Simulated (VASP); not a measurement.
# Se (Im-3m) in VASP: notebook

Runs on Se. Level: LDA. Tasks: single point, relaxation of cell and atoms.

Everything below comes from runs of VASP 6.6.1. Logs are shortened: lines on timing, memory, paths and dates and some standing lists are left out, and cuts for length are marked.

### 1 The cell of the first run

The structure is cubic, space group Im-3m (No. 229). The conventional cell has a = 2.977 Å, b = 2.977 Å, c = 2.977 Å, α = 90.00°, β = 90.00°, γ = 90.00°. Within 3.4 Å of Se (site symmetry m-3m) lie 14 Se at 2.58 to 2.98 Å.

This isn't the form of Se at room conditions, which is trigonal, of chains.

### 2 Single point, LDA

Contents of INCAR:

```
  PREC = Accurate
  ENCUT = 520
  EDIFF = 1E-7
  ISMEAR = -1
  SIGMA = 0.05
  LREAL = F
  LASPH = T
  NELM = 80
  ALGO = Normal
  ISIF = 2
  LWAVE = F
  LCHARG = F
  NBANDS = 9
```

Contents of KPOINTS:

```
Automatic mesh
0
Gamma
  17 17 17
```

Contents of POSCAR:

```
Se
1.0
   -1.4887141985      1.4887141985      1.4887141985
    1.4887141985     -1.4887141985      1.4887141985
    1.4887141985      1.4887141985     -1.4887141985
Se
1
Direct
    0.0000000000      0.0000000000      0.0000000000
```

Potentials or basis: VASP PAW LDA potentials, release 64 (Se).

Command:

```
> cat potpaw_LDA.64/Se/POTCAR > POTCAR
> mpirun -np 1 vasp_std > vasp.out
```

OUTCAR:

```text
PREC = Accurate
   ENCUT = 520
   EDIFF = 1E-7
   ISMEAR = -1
   LREAL = F
   LASPH = T
   NELM = 80
   ISIF = 2

 ion  position               nearest neighbor table
   1  0.000  0.000  0.000-

  LATTYP: Found a body centered cubic cell.
 ALAT       =     2.9774283970

  Lattice vectors:

 A1 = (  -1.4887141985,   1.4887141985,   1.4887141985)
 A2 = (   1.4887141985,  -1.4887141985,   1.4887141985)
 A3 = (   1.4887141985,   1.4887141985,  -1.4887141985)

Analysis of symmetry for initial positions (statically):
=====================================================================
 Subroutine PRICEL returns:
 Original cell was already a primitive cell.

 Routine SETGRP: Setting up the symmetry group for a
 body centered cubic supercell.

 Subroutine GETGRP returns: Found 48 space group operations
 (whereof 48 operations were pure point group operations)
 out of a pool of 48 trial point group operations.

The static configuration has the point symmetry O_h .

Analysis of symmetry for dynamics (positions and initial velocities):
=====================================================================
 Subroutine PRICEL returns:
 Original cell was already a primitive cell.

 Routine SETGRP: Setting up the symmetry group for a
 body centered cubic supercell.

 Subroutine GETGRP returns: Found 48 space group operations
 (whereof 48 operations were pure point group operations)
 out of a pool of 48 trial point group operations.

The dynamic configuration has the point symmetry O_h .

 Subroutine INISYM returns: Found 48 space group operations
 (whereof 48 operations are pure point group operations),
 and found     1 'primitive' translations

----------------------------------------------------------------------------------------

                                     Primitive cell

  volume of cell :      13.1976

  direct lattice vectors                    reciprocal lattice vectors
    -1.488714199  1.488714199  1.488714199     0.000000000  0.335860302  0.335860302
     1.488714199 -1.488714199  1.488714199     0.335860302  0.000000000  0.335860302
     1.488714199  1.488714199 -1.488714199     0.335860302  0.335860302  0.000000000

  length of vectors
     2.578528630  2.578528630  2.578528630     0.474978194  0.474978194  0.474978194

  position of ions in fractional coordinates (direct lattice)
     0.000000000  0.000000000  0.000000000

  ion indices of the primitive-cell ions
[... 75 lines left out ...]
   LREAL  =      F    real-space projection
   EDIFFG = 0.1E-05   stopping-criterion for IOM
   NSW    =      0    number of steps for IOM
   IBRION =     -1    ionic relax: 0-MD 1-quasi-New 2-CG
   NFREE  =      0    steps in history (QN), initial steepest desc. (CG)
   ISIF   =      2    stress and relaxation
   ISYM   =      2    0-nonsym 1-usesym 2-fastsym
   POTIM  = 0.5000    time-step for ionic-motion
   TEBEG  =    0.0;   TEEND  =   0.0 temperature during run
   PSTRESS=    0.0 pullay stress
   NELECT =       6.0000    total number of electrons
   NUPDOWN=      -1.0000    fix difference up-down
   EMIN   =  10.00;   EMAX   =-10.00  energy-range for DOS
   EFERMI =   0.00;   METHOD = LEGACY
   ISMEAR =    -1;   SIGMA  =   0.05  broadening in eV -4-tet -1-fermi 0-gaus
   EFERMI_NEDOS =   21; number of points for ismear=-14 and -15
   IALGO  =     38    algorithm
   IMIX   =      4    mixing-type and parameters
     AMIX     =   0.40;   BMIX     =  1.00
     AMIX_MAG =   1.60;   BMIX_MAG =  1.00
  volume/ion in A,a.u.               =      13.20        89.06
  Fermi-wavevector in a.u.,A,eV,Ry     =   1.258811  2.378808 21.559867  1.584606
  Thomas-Fermi vector in A             =   2.392402
   LORBIT       =      0    0 simple, 1 ext, 2 COOP (PROOUT), +10 PAW based schemes
   GGA     = CA    functional components
   LHFCALC =     F    Hartree Fock is set to
   AEXX    =    0.0000 exact exchange contribution
   IVDW    =     0    specifies the selected vdW correction
   LEPSILON=     F    determine dielectric tensor
   LRPA    =     F    only Hartree local field effects (RPA)
 non-spin polarized calculation
  energy-cutoff  :      520.00
  volume of cell :       13.20
 maximum number of plane-waves:       370
   NGX =  9   NGY =  9   NGZ =  9

 number of electron       5.9999997 magnetization

 Free energy of the ion-electron system (eV)
  ---------------------------------------------------
  ext. energy  EPLUGINS =         0.00000000
  ---------------------------------------------------
  free energy    TOTEN  =        -2.76853546 eV

  energy without entropy =       -2.76414038  energy(sigma->0) =       -2.76633792

 E-fermi :  12.1684     XC(G=0): -12.7696

 val. band max:       12.1665152981   @ k =   0.2941   0.1765   0.0588
 cond. band min:      12.2063111179   @ k =   0.1176   0.1176   0.0000
 fundamental gap:      0.0397958198
 Fermi energy:        12.1684278402

 k-point     1 :       0.0000    0.0000    0.0000
  band No.  band energies     occupation
      1      -8.9570      2.00000
      2      18.0201      0.00000
      3      18.0201      0.00000
      4      18.0201      0.00000
      5      25.7750      0.00000
      6      25.7750      0.00000
      7      25.7750      0.00000
      8      29.3560      0.00000
      9      29.3560      0.00000
[... 265 lines left out ...]
 k-point    24 :       0.1765    0.1765    0.0000
  band No.  band energies     occupation
      1      -5.9405      2.00000
      2       8.5703      2.00000
      3      11.1928      2.00000
      4      15.1913      0.00000
      5      22.4499      0.00000
      6      23.9850      0.00000
      7      28.3418      0.00000
      8      30.2434      0.00000
      9      34.1575      0.00000

 [... further k-points ...]

------------------------ aborting loop because EDIFF is reached ----------------------------------------

  FORCE on cell =-STRESS in cart. coord.  units (eV):
  Direction    XX          YY          ZZ          XY          YZ          ZX
  --------------------------------------------------------------------------------------
  -------------------------------------------------------------------------------------
  Total        6.0291005      6.0291005      6.0291005      0.0000000     -0.0000000     -0.0000000
  in kB      731.9292840    731.9292840    731.9292840      0.0000000     -0.0000000     -0.0000000
  external PRESSURE =     731.9292840 kB  Pullay stress =       0.0000000 kB

 VOLUME and BASIS-vectors are now :
 -----------------------------------------------------------------------------
  energy-cutoff  :      520.00
  volume of cell :       13.20
      direct lattice vectors                 reciprocal lattice vectors
    -1.488714199  1.488714199  1.488714199     0.000000000  0.335860302  0.335860302
     1.488714199 -1.488714199  1.488714199     0.335860302  0.000000000  0.335860302
     1.488714199  1.488714199 -1.488714199     0.335860302  0.335860302  0.000000000

 POSITION                                       TOTAL-FORCE (eV/Angst)
 -----------------------------------------------------------------------------------
      0.00000      0.00000      0.00000         0.000000      0.000000      0.000000
 -----------------------------------------------------------------------------------
    total drift:                               -0.000000      0.000000     -0.000000

  FREE ENERGIE OF THE ION-ELECTRON SYSTEM (eV)
  ---------------------------------------------------
  free  energy   TOTEN  =        -2.7685354646 eV

  energy  without entropy=       -2.7641403760  energy(sigma->0) =       -2.76633792
```

stdout:

```text
POSCAR found type information on POSCAR Se
 POSCAR found :  1 types and       1 ions
 scaLAPACK will be used
 LDA part: xc-table for (Slater(with rela. corr.)+CA(PZ))
 , standard interpolation
 POSCAR, INCAR and KPOINTS ok, starting setup
 FFT: planning ... GRIDC
 FFT: planning ... GRID_SOFT
 FFT: planning ... GRID
 WAVECAR not read
 entering main loop
```

Run time: 24 s. Hardware: 1 thread of AMD EPYC 7R13, shared host; peak memory 0.1 GiB.

Results:

```
Free energy            : -2.7685 eV
Pressure               : 73.2 GPa
Band gap on the k mesh : zero (bands 3 and 4 overlap by 12.01 eV)
```

Levels at points of the mesh, in eV from the Fermi level:
```
           k point  band 1  band 2  band 3  band 4  band 5  band 6  band 7  band 8
(0.00, 0.00, 0.00)  -21.13    5.85    5.85    5.85   13.61   13.61   13.61   17.19
```

Caveat: the cell stands under pressure.

### 3 Relaxation of cell and atoms, LDA, target pressure 72 GPa, at which the enthalpy is minimised

Contents of INCAR:

```
SYSTEM = Se
PREC = Accurate ; ENCUT = 600
EDIFF = 1E-6 ; ISMEAR = -1
SIGMA = 0.05 ; LREAL = .FALSE.
LASPH = .TRUE. ; NELM = 60
ALGO = Normal ; ISIF = 3
LWAVE = .FALSE. ; LCHARG = .FALSE.
GGA = CA ; IBRION = 2
NSW = 60 ; EDIFFG = -0.005
PSTRESS = 720.0
```

Contents of KPOINTS:

```
Automatic mesh
0
G
  17 17 17
  0 0 0
```

Contents of POSCAR:

```
Se
1.0
   -1.4889377992      1.4889377992      1.4889377992
    1.4889377992     -1.4889377992      1.4889377992
    1.4889377992      1.4889377992     -1.4889377992
Se
1
Direct
    0.0000000000      0.0000000000      0.0000000000
```

Potentials or basis: VASP PAW LDA potentials, release 64 (Se).

Command:

```
> cat potpaw_LDA.64/Se/POTCAR > POTCAR
> mpirun -np 1 vasp_std > vasp.out
```

Wall time 53 s (1 thread of AMD EPYC 7R13, shared host); peak memory 0.12 GiB.

Results (log left out):

```yaml
Free_energy: -2.7890 eV
Relaxed_volume: 13.24 Å³/atom
Relaxed_cell: a = 2.581 Å, b = 2.581 Å, c = 2.581 Å, α = 109.47°, β = 109.47°, γ = 109.47°
Space_group_after_relaxing_to_0.1_Å: Im-3m (No. 229)
Energy_change_on_relaxing_the_run_minimises_the_enthalpy: -17.7 meV/atom
Ionic_steps: 3
Pressure_after_relaxing: 72.0 GPa
Band_gap_on_the_k_mesh: zero (bands 3 and 4 overlap by 11.95 eV)
```

Step by step:
| step | energy change (eV) | largest force (eV/Å) | pressure (GPa) | volume (Å³) |
| --- | --- | --- | --- | --- |
| 1 | 0.0000 | 0.0000 | 73.05 | 13.20 |
| 2 | -0.0733 | 0.0000 | 68.69 | 13.37 |
| 3 | -0.0177 | 0.0000 | 71.99 | 13.24 |

Final structure:
```
Se
1.0
    -1.49040    1.49040    1.49040
     1.49040   -1.49040    1.49040
     1.49040    1.49040   -1.49040
Se
1
Direct
  0.00000 0.00000 0.00000
```

Levels at points of the mesh, in eV from the Fermi level:
| k point | band 1 | band 2 | band 3 | band 4 | band 5 | band 6 | band 7 |
| --- | --- | --- | --- | --- | --- | --- | --- |
| (0.00, 0.00, 0.00) | -21.08 | 5.82 | 5.82 | 5.82 | 13.60 | 13.60 | 13.60 |

Caveat: the cell is relaxed towards a set pressure, so the run minimises the enthalpy, not the energy.

### 4 Relaxation of cell and atoms, LDA, target pressure 72 GPa, at which the enthalpy is minimised

Contents of INCAR:

```
SYSTEM = Se
  PREC = Accurate
  ENCUT = 600
  EDIFF = 1E-6
  ISMEAR = -1
  SIGMA = 0.05
  LREAL = .False.
  LASPH = .True.
  NELM = 80
  ALGO = Normal
  ISIF = 3
  LWAVE = .False.
  LCHARG = .False.
  GGA = CA
  IBRION = 2
  NSW = 32
  EDIFFG = -0.005
  PSTRESS = 720.0
```

Contents of KPOINTS:

```
Automatic mesh
0
Gamma
  17 17 17
  0 0 0
```

Contents of POSCAR:

```
Se
1.0
   -1.4887141985      1.4887141985      1.4887141985
    1.4887141985     -1.4887141985      1.4887141985
    1.4887141985      1.4887141985     -1.4887141985
Se
1
Direct
    0.0000000000      0.0000000000      0.0000000000
```

Command:

```
> cat potpaw_LDA.64/Se/POTCAR > POTCAR
> mpirun -np 1 vasp_std > vasp.out
```

It took 48 s on 1 thread of AMD EPYC 7R13, shared host; peak memory 0.12 GiB.

It converged, with:

* Free energy: -2.7890 eV
* Relaxed volume: 13.24 Å³/atom
* Relaxed cell: a = 2.581 Å, b = 2.581 Å, c = 2.581 Å, α = 109.47°, β = 109.47°, γ = 109.47°
* Space group after relaxing (to 0.1 Å): Im-3m (No. 229)
* Energy change on relaxing (the run minimises the enthalpy): -20.4 meV/atom
* Ionic steps: 3
* Pressure after relaxing: 72.0 GPa
* Band gap on the k mesh: zero (bands 3 and 4 overlap by 11.95 eV)

The path:
```
step  energy change (eV)  largest force (eV/Å)  pressure (GPa)  volume (Å³)
   1              0.0000                0.0000           73.21        13.20
   2             -0.0842                0.0000           68.20        13.39
   3             -0.0204                0.0000           71.99        13.24
```

Final structure:
```
Se
1.0
    -1.49041    1.49041    1.49041
     1.49041   -1.49041    1.49041
     1.49041    1.49041   -1.49041
Se
1
Direct
  0.00000 0.00000 0.00000
```

Levels at points of the mesh, in eV from the Fermi level:
```tsv
k point	band 1	band 2	band 3	band 4	band 5	band 6	band 7
(0.00, 0.00, 0.00)	-21.08	5.82	5.82	5.82	13.60	13.60	13.60
```

Caveat: the cell is relaxed towards a set pressure, so the run minimises the enthalpy, not the energy.
